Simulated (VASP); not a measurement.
A run of VASP 6.6.1 is set up as follows.

INCAR

```
ALGO = Normal
EDIFF = 1E-6
ENCUT = 520
ISIF = 2
ISMEAR = -1
LASPH = True
LCHARG = False
LREAL = False
LWAVE = False
NBANDS = 22
NELM = 100
PREC = Accurate
SIGMA = 0.05
```

Contents of KPOINTS:

```
k-points
0
Gamma
  7 7 4
```

POSCAR

```
HfC
1.0
    3.3428660531      0.0000000000      0.0000000000
   -1.6714330265      2.8950069234      0.0000000000
    0.0000000000      0.0000000000      5.2027140000
Hf C
2 2
Direct
    0.3387840000      0.6665510000      0.2562210000
    0.6766480000      0.3424410000      0.7491100000
    0.0096910000      0.0067720000      0.4996400000
    0.0012890000     -0.0052170000      0.0030640000
```

Potentials or basis: VASP PAW LDA potentials, release 64 (Hf_pv, C).

Command:

```bash
$ cat potpaw_LDA.64/Hf_pv/POTCAR potpaw_LDA.64/C/POTCAR > POTCAR
$ mpirun -np 1 vasp_std > vasp.out
```

Estimate the largest force.

0.680 eV/Å.

Estimate the band gap on the k mesh.

zero (bands 14 and 15 overlap by 1.18 eV).

What does it give for the pressure?

-12.2 GPa.

Forces in eV/Å, atoms in the order of the input:
```
Hf  -0.020  0.045 -0.671
Hf  -0.013 -0.345  0.586
C   -0.021 -0.020  0.178
C    0.053  0.320 -0.093
```

Caveat: the cell stands under tension; spin-orbit coupling is left out, which moves the levels of the heavy elements.
